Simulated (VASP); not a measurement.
# CdSe (Fm-3m) in VASP: a series of runs

The runs below take CdSe through single point, with PBE, HSE06, PBE0.

All numbers are computed with VASP 6.6.1; they aren't measurements. Logs are shortened: lines on timing, memory, paths and dates and some standing lists are left out, and cuts for length are marked.

## (1) The cell of the first run

It takes space group Fm-3m (No. 225, cubic). Conventional cell: a = 5.686 Å, b = 5.686 Å, c = 5.686 Å, α = 90.00°, β = 90.00°, γ = 90.00°. Within 3.7 Å of Cd (site symmetry m-3m) lie 6 Se at 2.84 Å. Se (site symmetry m-3m) has 6 Cd at 2.84 Å within 3.7 Å.

## (2) Single point, PBE

The input, INCAR:

```
SYSTEM = CdSe
ALGO = Normal
EDIFF = 1E-6
ENCUT = 520
GGA = PE
ISIF = 2
ISMEAR = -1
LASPH = .TRUE.
LCHARG = .TRUE.
LELF = .TRUE.
LREAL = .FALSE.
LVHAR = .TRUE.
LWAVE = .FALSE.
NBANDS = 16
NELM = 60
PREC = Accurate
SIGMA = 0.02
```

The input, KPOINTS:

```
k-points
0
G
  6 6 6
  0 0 0
```

The input, POSCAR:

```
CdSe
1.0
    0.0000000000      2.8429458735      2.8429458735
    2.8429458735      0.0000000000      2.8429458735
    2.8429458735      2.8429458735      0.0000000000
Cd Se
1 1
Direct
    0.0000000000      0.0000000000      0.0000000000
    0.5000000000      0.5000000000      0.5000000000
```

Potentials or basis: VASP PAW PBE potentials, release 64 (Cd, Se).

Run with:

```
$ cat potpaw_PBE.64/Cd/POTCAR potpaw_PBE.64/Se/POTCAR > POTCAR
$ mpirun -np 1 vasp_std > vasp.out
```

OUTCAR:

```text
SYSTEM = CdSe
   EDIFF = 1E-6
   ENCUT = 520
   GGA = PE
   ISIF = 2
   ISMEAR = -1
   LASPH = .TRUE.
   LREAL = .FALSE.
   NELM = 60
   PREC = Accurate

 ion  position               nearest neighbor table
   1  0.000  0.000  0.000-   2 2.84   2 2.84   2 2.84   2 2.84   2 2.84   2 2.84
   2  0.500  0.500  0.500-   1 2.84   1 2.84   1 2.84   1 2.84   1 2.84   1 2.84

  LATTYP: Found a face centered cubic cell.
 ALAT       =     5.6858917470

  Lattice vectors:

 A1 = (   0.0000000000,   2.8429458735,   2.8429458735)
 A2 = (   2.8429458735,   0.0000000000,   2.8429458735)
 A3 = (   2.8429458735,   2.8429458735,   0.0000000000)

Analysis of symmetry for initial positions (statically):
=====================================================================
 Subroutine PRICEL returns:
 Original cell was already a primitive cell.

 Routine SETGRP: Setting up the symmetry group for a
 face centered cubic supercell.

 Subroutine GETGRP returns: Found 48 space group operations
 (whereof 48 operations were pure point group operations)
 out of a pool of 48 trial point group operations.

The static configuration has the point symmetry O_h .

Analysis of symmetry for dynamics (positions and initial velocities):
=====================================================================
 Subroutine PRICEL returns:
 Original cell was already a primitive cell.

 Routine SETGRP: Setting up the symmetry group for a
 face centered cubic supercell.

 Subroutine GETGRP returns: Found 48 space group operations
 (whereof 48 operations were pure point group operations)
 out of a pool of 48 trial point group operations.

The dynamic configuration has the point symmetry O_h .

 Subroutine INISYM returns: Found 48 space group operations
 (whereof 48 operations are pure point group operations),
 and found     1 'primitive' translations

----------------------------------------------------------------------------------------

                                     Primitive cell

  volume of cell :      45.9553

  direct lattice vectors                    reciprocal lattice vectors
     0.000000000  2.842945874  2.842945874    -0.175873908  0.175873908  0.175873908
     2.842945874  0.000000000  2.842945874     0.175873908 -0.175873908  0.175873908
     2.842945874  2.842945874  0.000000000     0.175873908  0.175873908 -0.175873908

  length of vectors
     4.020532611  4.020532611  4.020532611     0.304622544  0.304622544  0.304622544

  position of ions in fractional coordinates (direct lattice)
     0.000000000  0.000000000  0.000000000
     0.500000000  0.500000000  0.500000000

  ion indices of the primitive-cell ions
   primitive index   ion index
                 1           1
                 2           2

----------------------------------------------------------------------------------------

 KPOINTS: k-points

Automatic generation of k-mesh.
 Grid dimensions read from file:
 generate k-points for:    6    6    6

 Generating k-lattice:

  Cartesian coordinates                     Fractional coordinates (reciprocal lattice)
    -0.029312318  0.029312318  0.029312318     0.166666667  0.000000000  0.000000000
     0.029312318 -0.029312318  0.029312318     0.000000000  0.166666667  0.000000000
     0.029312318  0.029312318 -0.029312318     0.000000000  0.000000000  0.166666667

  Length of vectors
     0.050770424  0.050770424  0.050770424

  Shift w.r.t. Gamma in fractional coordinates (k-lattice)
     0.000000000  0.000000000  0.000000000

 Subroutine IBZKPT returns following result:
 ===========================================

 Found     16 irreducible k-points:

 Following reciprocal coordinates:
            Coordinates               Weight
  0.000000  0.000000  0.000000      1.000000
  0.166667  0.000000  0.000000      8.000000
  0.333333  0.000000  0.000000      8.000000
  0.500000  0.000000  0.000000      4.000000
  0.166667  0.166667  0.000000      6.000000
  0.333333  0.166667  0.000000     24.000000
[... 8 lines left out ...]
 -0.333333  0.333333  0.166667     24.000000
 -0.333333  0.500000  0.166667     12.000000
   k-points           NKPTS =     16   k-points in BZ     NKDIM =     16   number of bands    NBANDS=     16
   number of dos      NEDOS =    301   number of ions     NIONS =      2
   total plane-waves  NPLWV =  27000
   dimension x,y,z NGX =    30 NGY =   30 NGZ =   30
   dimension x,y,z NGXF=    60 NGYF=   60 NGZF=   60
   ions per type =               1   1
   NGX,Y,Z   is equivalent  to a cutoff of  12.40, 12.40, 12.40 a.u.
   NGXF,Y,Z  is equivalent  to a cutoff of  24.81, 24.81, 24.81 a.u.
 SYSTEM =  CdSe
   PREC   = accura    normal or accurate (medium, high low for compatibility)
   ISTART =      0    job   : 0-new  1-cont  2-samecut
   ICHARG =      2    charge: 1-file 2-atom 10-const
   ISPIN  =      1    spin polarized calculation?
   LNONCOLLINEAR =      F non collinear calculations
   LSORBIT =      F    spin-orbit coupling
   LASPH  =      T    aspherical Exc in radial PAW
   ENCUT  =  520.0 eV  38.22 Ry    6.18 a.u.   7.48  7.48  7.48*2*pi/ulx,y,z
   NELM   =     60;   NELMIN=  2; NELMDL= -5     # of ELM steps
   EDIFF  = 0.1E-05   stopping-criterion for ELM
   LREAL  =      F    real-space projection
   EDIFFG = 0.1E-04   stopping-criterion for IOM
   NSW    =      0    number of steps for IOM
   IBRION =     -1    ionic relax: 0-MD 1-quasi-New 2-CG
   NFREE  =      0    steps in history (QN), initial steepest desc. (CG)
   ISIF   =      2    stress and relaxation
   ISYM   =      2    0-nonsym 1-usesym 2-fastsym
   POTIM  = 0.5000    time-step for ionic-motion
   TEBEG  =    0.0;   TEEND  =   0.0 temperature during run
   PSTRESS=    0.0 pullay stress
   NELECT =      18.0000    total number of electrons
   NUPDOWN=      -1.0000    fix difference up-down
   EMIN   =  10.00;   EMAX   =-10.00  energy-range for DOS
   EFERMI =   0.00;   METHOD = LEGACY
   ISMEAR =    -1;   SIGMA  =   0.02  broadening in eV -4-tet -1-fermi 0-gaus
   EFERMI_NEDOS =   21; number of points for ismear=-14 and -15
   IALGO  =     38    algorithm
   IMIX   =      4    mixing-type and parameters
     AMIX     =   0.40;   BMIX     =  1.00
     AMIX_MAG =   1.60;   BMIX_MAG =  1.00
  volume/ion in A,a.u.               =      22.98       155.06
  Fermi-wavevector in a.u.,A,eV,Ry     =   1.197808  2.263528 19.520865  1.434743
  Thomas-Fermi vector in A             =   2.333713
   LORBIT       =      0    0 simple, 1 ext, 2 COOP (PROOUT), +10 PAW based schemes
   GGA     = PE    functional components
   LHFCALC =     F    Hartree Fock is set to
   AEXX    =    0.0000 exact exchange contribution
   IVDW    =     0    specifies the selected vdW correction
   LEPSILON=     F    determine dielectric tensor
   LRPA    =     F    only Hartree local field effects (RPA)
 non-spin polarized calculation
  energy-cutoff  :      520.00
  volume of cell :       45.96
 maximum number of plane-waves:      1258
 NGX is ok and might be reduce to    30
   NGX = 15   NGY = 15   NGZ = 15

 number of electron      17.9999999 magnetization

 Free energy of the ion-electron system (eV)
  ---------------------------------------------------
  ext. energy  EPLUGINS =         0.00000000
  ---------------------------------------------------
  free energy    TOTEN  =        -5.19013122 eV

  energy without entropy =       -5.18854775  energy(sigma->0) =       -5.18933948

 E-fermi :   2.5469     XC(G=0): -10.1549

 val. band max:        2.5122309260   @ k =   0.5000   0.0000   0.0000
 cond. band min:       2.7645441373   @ k =   0.0000   0.0000   0.0000
 fundamental gap:      0.2523132114
 Fermi energy:         2.5468826536

 k-point     1 :       0.0000    0.0000    0.0000
  band No.  band energies     occupation
      1     -10.5309      2.00000
      2      -5.4232      2.00000
      3      -5.4232      2.00000
      4      -5.4062      2.00000
      5      -5.4062      2.00000
      6      -5.4062      2.00000
[... 8 lines left out ...]
     15      12.4920      0.00000
     16      12.4947      0.00000

 k-point     2 :       0.1667    0.0000    0.0000
  band No.  band energies     occupation
      1     -10.3251      2.00000
      2      -5.4842      2.00000
      3      -5.4842      2.00000
      4      -5.4258      2.00000
      5      -5.3708      2.00000
      6      -5.3708      2.00000
[... 8 lines left out ...]
     15      12.1845      0.00000
     16      12.1845      0.00000

 k-point     3 :       0.3333    0.0000    0.0000
  band No.  band energies     occupation
      1      -9.8434      2.00000
      2      -5.6053      2.00000
      3      -5.6053      2.00000
      4      -5.5023      2.00000
      5      -5.2947      2.00000
      6      -5.2947      2.00000
[... 8 lines left out ...]
     15      13.7441      0.00000
     16      13.7441      0.00000

 k-point     4 :       0.5000    0.0000    0.0000
  band No.  band energies     occupation
      1      -9.5501      2.00000
      2      -5.6639      2.00000
      3      -5.6639      2.00000
      4      -5.5802      2.00000
      5      -5.2559      2.00000
      6      -5.2559      2.00000
[... 8 lines left out ...]
     15      15.5095      0.00000
     16      15.5095      0.00000
[... 172 lines left out ...]
 k-point    14 :       0.5000    0.3333    0.1667
  band No.  band energies     occupation
      1      -9.6938      2.00000
      2      -5.5251      2.00000
      3      -5.4534      2.00000
      4      -5.4371      2.00000
      5      -5.2642      2.00000
      6      -5.1714      2.00000
[... 8 lines left out ...]
     15      15.9680      0.00000
     16      16.5685      0.00000

 k-point    15 :      -0.3333    0.3333    0.1667
  band No.  band energies     occupation
      1      -9.5725      2.00000
      2      -5.5684      2.00000
      3      -5.4255      2.00000
      4      -5.4055      2.00000
      5      -5.2294      2.00000
      6      -5.0356      2.00000
[... 8 lines left out ...]
     15      14.3558      0.00000
     16      17.0385      0.00000

 k-point    16 :      -0.3333    0.5000    0.1667
  band No.  band energies     occupation
      1      -9.6115      2.00000
      2      -5.4773      2.00000
      3      -5.4676      2.00000
      4      -5.3123      2.00000
      5      -5.2011      2.00000
      6      -4.7924      2.00000
[... 8 lines left out ...]
     15      15.7232      0.00000
     16      17.5553      0.00000

------------------------ aborting loop because EDIFF is reached ----------------------------------------

  FORCE on cell =-STRESS in cart. coord.  units (eV):
  Direction    XX          YY          ZZ          XY          YZ          ZX
  --------------------------------------------------------------------------------------
  -------------------------------------------------------------------------------------
  Total        0.6179228      0.6179228      0.6179228      0.0000000     -0.0000000      0.0000000
  in kB       21.5431409     21.5431409     21.5431409      0.0000000     -0.0000000      0.0000000
  external PRESSURE =      21.5431409 kB  Pullay stress =       0.0000000 kB

 VOLUME and BASIS-vectors are now :
 -----------------------------------------------------------------------------
  energy-cutoff  :      520.00
  volume of cell :       45.96
      direct lattice vectors                 reciprocal lattice vectors
     0.000000000  2.842945874  2.842945874    -0.175873908  0.175873908  0.175873908
     2.842945874  0.000000000  2.842945874     0.175873908 -0.175873908  0.175873908
     2.842945874  2.842945874  0.000000000     0.175873908  0.175873908 -0.175873908

 POSITION                                       TOTAL-FORCE (eV/Angst)
 -----------------------------------------------------------------------------------
      0.00000      0.00000      0.00000         0.000000      0.000000      0.000000
      2.84295      2.84295      2.84295         0.000000      0.000000     -0.000000
 -----------------------------------------------------------------------------------
    total drift:                               -0.000000      0.000000      0.000000

  FREE ENERGIE OF THE ION-ELECTRON SYSTEM (eV)
  ---------------------------------------------------
  free  energy   TOTEN  =        -5.1901312172 eV

  energy  without entropy=       -5.1885477469  energy(sigma->0) =       -5.18933948
```

Run time: 20 s. Hardware: 1 thread of Intel Xeon Platinum 8488C (Sapphire Rapids), shared host; peak memory 0.16 GiB.

Results:

* Free energy: -5.1901 eV
* Pressure: 2.2 GPa
* Band gap on the k mesh: zero (bands 9 and 10 overlap by 0.41 eV)

Levels at points of the mesh, in eV from the Fermi level:
| k point | band 5 | band 6 | band 7 | band 8 | band 9 | band 10 | band 11 | band 12 | band 13 | band 14 |
| --- | --- | --- | --- | --- | --- | --- | --- | --- | --- | --- |
| (0.00, 0.00, 0.00) | -7.95 | -7.95 | -0.65 | -0.65 | -0.65 | 0.22 | 8.68 | 8.68 | 8.68 | 9.95 |
| (0.50, 0.00, 0.00) | -7.80 | -7.80 | -5.08 | -0.03 | -0.03 | 3.02 | 5.27 | 5.27 | 6.17 | 11.38 |
| (0.50, 0.50, 0.00) | -7.75 | -7.22 | -4.27 | -2.15 | -2.15 | -0.45 | 5.44 | 9.95 | 10.54 | 10.54 |

Caveat: the structure was generated, so it needn't be the stable form of CdSe; semilocal functionals underestimate gaps, and a narrow one can read as zero.

## (3) Single point, PBE

The input, INCAR:

```
PREC = Accurate
ENCUT = 520
EDIFF = 1E-7
ISMEAR = -1
SIGMA = 0.02
LREAL = False
LASPH = True
NELM = 100
ALGO = Normal
ISIF = 2
LWAVE = False
LCHARG = True
GGA = PE
LELF = True
LVHAR = True
NBANDS = 16
```

The input, KPOINTS:

```
regular mesh
0
Gamma
  6 6 6
```

POSCAR is that of step 2.

Potentials or basis: VASP PAW PBE potentials, release 64 (Cd, Se).

Run with:

```
$ cat potpaw_PBE.64/Cd/POTCAR potpaw_PBE.64/Se/POTCAR > POTCAR
$ mpirun -np 1 vasp_std > vasp.out
```

Wall time 20 s (1 thread of Intel Xeon Platinum 8488C (Sapphire Rapids), shared host); peak memory 0.16 GiB.

Results (log left out):

| Quantity | Value |
| --- | --- |
| Free energy | -5.1901 eV |
| Pressure | 2.1 GPa |
| Band gap on the k mesh | zero (bands 9 and 10 overlap by 0.41 eV) |

Levels at points of the mesh, in eV from the Fermi level:
```csv
k point,band 7,band 8,band 9,band 10,band 11,band 12
"(0.00, 0.00, 0.00)",-0.65,-0.65,-0.65,0.22,8.68,8.68
"(0.50, 0.00, 0.00)",-5.08,-0.03,-0.03,3.02,5.27,5.27
"(0.50, 0.50, 0.00)",-4.27,-2.15,-2.15,-0.44,5.44,9.95
```

Caveat: the structure was generated, so it needn't be the stable form of CdSe; semilocal functionals underestimate gaps, and a narrow one can read as zero.

## (4) Single point, HSE06

POSCAR is that of step 3.

The input, INCAR.step1:

```
SYSTEM = CdSe
  PREC = Accurate
  ENCUT = 520
  EDIFF = 1E-5
  ISMEAR = -1
  SIGMA = 0.02
  LREAL = .FALSE.
  LASPH = .TRUE.
  NELM = 100
  ALGO = Normal
  ISIF = 2
  LWAVE = .TRUE.
  LCHARG = .FALSE.
  NBANDS = 16
  GGA = PE
```

The input, INCAR.step2:

```
SYSTEM = CdSe
  PREC = Accurate
  ENCUT = 520
  EDIFF = 1E-7
  ISMEAR = -1
  SIGMA = 0.02
  LREAL = .FALSE.
  LASPH = .TRUE.
  NELM = 100
  ALGO = Normal
  ISIF = 2
  LWAVE = .FALSE.
  LCHARG = .FALSE.
  GGA = PE
  LHFCALC = .TRUE.
  HFSCREEN = 0.2079
  PRECFOCK = Normal
  NBANDS = 16
  ISTART = 1
```

The input, KPOINTS:

```
regular mesh
0
G
  4 4 4
  0 0 0
```

Run with:

```
$ cat potpaw_PBE.64/Cd/POTCAR potpaw_PBE.64/Se/POTCAR > POTCAR
$ cp INCAR.step1 INCAR
$ mpirun -np 1 vasp_std > vasp.out
$ cp INCAR.step2 INCAR
$ mpirun -np 1 vasp_std > vasp.out
```

Wall time 9.1 min (1 thread of Intel Xeon Platinum 8488C (Sapphire Rapids), shared host); peak memory 0.27 GiB.

Results (log left out):

- Free energy: -6.4436 eV
- Pressure: 0.7 GPa
- Band gap on the k mesh: 0.40 eV (least direct gap 1.79 eV)

Levels at points of the mesh, in eV from the valence-band top:
```
           k point  band 6  band 7  band 8  band 9  band 10  band 11  band 12  band 13
(0.00, 0.00, 0.00)   -9.28   -0.60   -0.60   -0.60     1.19     9.68     9.68     9.68
(0.50, 0.00, 0.00)   -9.14   -5.46    0.00    0.00     3.89     6.26     6.26     7.60
(0.50, 0.50, 0.00)   -8.44   -4.57   -2.25   -2.25     0.40     6.24    11.33    12.00
```

Caveat: the k points lie up to 0.48 Å⁻¹ apart; the structure was generated, so it needn't be the stable form of CdSe; the PAW data sets were made with another functional, which shifts forces and pressure a little. A k mesh can miss the band edges.

## (5) Single point, PBE0

POSCAR is that of step 4.

The input, INCAR.step1:

```
  PREC = Accurate
  ENCUT = 520
  EDIFF = 1E-5
  ISMEAR = -1
  SIGMA = 0.02
  LREAL = False
  LASPH = True
  NELM = 60
  ALGO = Normal
  ISIF = 2
  LWAVE = True
  NBANDS = 16
  GGA = PE
```

The input, INCAR.step2:

```
  PREC = Accurate
  ENCUT = 520
  EDIFF = 1E-6
  ISMEAR = -1
  SIGMA = 0.02
  LREAL = False
  LASPH = True
  NELM = 60
  ALGO = Normal
  ISIF = 2
  LWAVE = False
  LCHARG = True
  GGA = PE
  LHFCALC = True
  AEXX = 0.25
  PRECFOCK = Normal
  LELF = True
  LVHAR = True
  NBANDS = 16
  ISTART = 1
```

The input, KPOINTS:

```
regular mesh
0
Gamma
  4 4 4
```

Run with:

```
$ cat potpaw_PBE.64/Cd/POTCAR potpaw_PBE.64/Se/POTCAR > POTCAR
$ cp INCAR.step1 INCAR
$ mpirun -np 1 vasp_std > vasp.out
$ cp INCAR.step2 INCAR
$ mpirun -np 1 vasp_std > vasp.out
```

Run time: 8 min. Hardware: 1 thread of Intel Xeon Platinum 8488C (Sapphire Rapids), shared host; peak memory 0.18 GiB.

The run converged. Its results:

```yaml
Free_energy: -7.0326 eV
Pressure: 0.5 GPa
Band_gap_on_the_k_mesh: 1.11 eV (least direct gap 2.50 eV)
```

Levels at points of the mesh, in eV from the valence-band top:
| k point | band 6 | band 7 | band 8 | band 9 | band 10 | band 11 | band 12 | band 13 |
| --- | --- | --- | --- | --- | --- | --- | --- | --- |
| (0.00, 0.00, 0.00) | -9.32 | -0.61 | -0.61 | -0.61 | 1.89 | 10.44 | 10.44 | 10.44 |
| (0.50, 0.00, 0.00) | -9.18 | -5.52 | 0.00 | 0.00 | 4.61 | 7.00 | 7.00 | 8.38 |
| (0.50, 0.50, 0.00) | -8.48 | -4.62 | -2.27 | -2.27 | 1.11 | 6.97 | 12.09 | 12.76 |

Caveat: the k points lie up to 0.48 Å⁻¹ apart; the structure was generated, so it needn't be the stable form of CdSe; the PAW data sets were made with another functional, which shifts forces and pressure a little. A k mesh can miss the band edges.

## (6) The runs side by side

| level | k mesh | grid for exact exchange (PRECFOCK) | share of exact exchange | screening parameter | gap on the mesh (eV) | pressure (GPa) |
| --- | --- | --- | --- | --- | --- | --- |
| PBE | 6 × 6 × 6 | - | - | - | none | 2.1 |
| HSE06 | 4 × 4 × 4 | Normal | 0.25 | 0.2079 1/Å | 0.40 | 0.7 |
| PBE0 | 4 × 4 × 4 | Normal | 0.25 | - | 1.11 | 0.5 |

Alike in all rows: task single point; potentials or basis VASP PAW PBE potentials, release 64 (Cd, Se); no spin polarisation; cell as given; cutoff (eV) 520; smearing fermi-dirac 0.02 eV.

Caveats: some runs use coarse meshes; the structure was generated, so it needn't be the stable form of CdSe; the PAW data sets were made with another functional, which shifts forces and pressure a little (at least some runs); semilocal functionals underestimate gaps, and a narrow one can read as zero (at least some runs).

Absolute energies hang on the potentials; compare differences alone.

The gap in the log of VASP goes by the Fermi energy; the results here count the filled bands.